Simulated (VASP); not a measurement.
## Cs: single point with PBEsol

Cs:

```
Cs
1.0
     8.59296    0.00000    0.00000
    -4.29648    7.44172    0.00000
     0.00000    0.00000    5.11477
Cs
3
Direct
  0.00000 0.00000 0.00000
  0.33333 0.66667 0.50000
  0.66667 0.33333 0.50000
```

* Program: VASP 6.6.1
* Task: single point
* Functional: PBEsol
* Potentials or basis: VASP PAW PBE potentials, release 64 (Cs_sv)
* Cutoff: 520 eV
* k mesh: 6 × 6 × 8
* Occupations: fermi-dirac, width 0.1 eV
* Spin: no spin polarisation

- Pressure: 0.0 GPa

Levels at points of the mesh, in eV from the Fermi level:
```csv
k point,band 11,band 12,band 13,band 14,band 15,band 16
"(0.00, 0.00, 0.00)",-10.52,-10.48,-1.73,0.68,0.89,0.89
"(0.50, 0.00, 0.00)",-10.53,-10.48,-0.86,-0.86,0.00,0.90
"(0.00, 0.00, 0.50)",-10.53,-10.53,-0.18,0.08,0.72,0.72
"(0.50, 0.00, 0.50)",-10.53,-10.52,0.16,0.19,0.73,0.74
```

Run time: 110 s on 1 thread of Intel(R) Xeon(R) Platinum 8375C CPU @ 2.90GHz (Ice Lake) (shared host), peak memory 0.51 GiB.

Caveat: the PAW data sets were made with another functional, which shifts forces and pressure a little; spin-orbit coupling is left out, which moves the levels of the heavy elements.
